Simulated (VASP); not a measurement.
NaH:

```
CELL_PARAMETERS angstrom
0.12617 2.59636 2.59636
2.59636 0.12617 2.59636
2.59636 2.59636 0.12617
ATOMIC_POSITIONS crystal
Na 0.00516 0.00516 0.00516
H 0.24484 0.24484 0.24484
```

This cell differs from its parent crystal: epitaxial 111 strain -4.9%.

Base run:

- Program: VASP 6.6.1
- Functional: r2SCAN
- Potentials or basis: VASP PAW PBE potentials, release 64 (Na_pv, H)
- Cutoff: 520 eV
- k mesh: 8 × 8 × 8
- Occupations: gaussian, width 0.01 eV
- Spin: no spin polarisation

Its results: band gap on the k mesh 3.76 eV (least direct gap 4.76 eV); pressure 1.4 GPa; largest force 0.015 eV/Å.

The run is repeated on the same cell with these changes: functional from r2SCAN to HSE06; k mesh from 8 × 8 × 8 to 6 × 6 × 6. What comes out?

Band gap on the k mesh 4.34 eV (least direct gap 5.42 eV); pressure 1.6 GPa; largest force 0.010 eV/Å.

Several settings changed at once.

Caveats: the structure was generated, so it needn't be the stable form of NaH; the PAW data sets were made with another functional, which shifts forces and pressure a little.

A k mesh can miss the band edges.
